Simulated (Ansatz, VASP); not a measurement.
Zn: VASP beside Ansatz

```
Zn
1.0
     2.67000    0.00000    0.00000
    -1.33500    2.31229    0.00000
     0.00000    0.00000    4.96600
Zn
2
Direct
  0.66881 0.33441 0.74735
  0.33639 0.67527 0.24864
```

Change from the starting cell: atoms moved at random, drawn with an rms of 0.02 Å.

Alike in both runs: functional LDA; k mesh 9 × 9 × 4; occupations tetrahedron; non-collinear spin.

|  | VASP | Ansatz |
| --- | --- | --- |
| version | VASP 6.6.1 | Ansatz 0.2.0 |
| potentials or method | VASP PAW LDA potentials, release 64 (Zn) | PseudoDojo standard (LDA files) |
| plane-wave cutoff (eV) | 500 | 1143 |
| valence electrons in the cell | 24 | 40 |
| task | single point | band structure |

|  | VASP | Ansatz | Ansatz less VASP |
| --- | --- | --- | --- |
| gap on the k mesh at the Fermi level (eV) | none | none | - |
| net moment per atom (μB) | 0.00 | 0.00 | -0.001 |

LDA's correlation is that of Perdew and Zunger in VASP and of Perdew and Wang (1992) in Ansatz. A gap of «none» marks a metal or a gap that the smearing closes. VASP's potentials hold 24 valence electrons a cell and Ansatz's 40, so a difference there can come from the potentials and not from the codes.
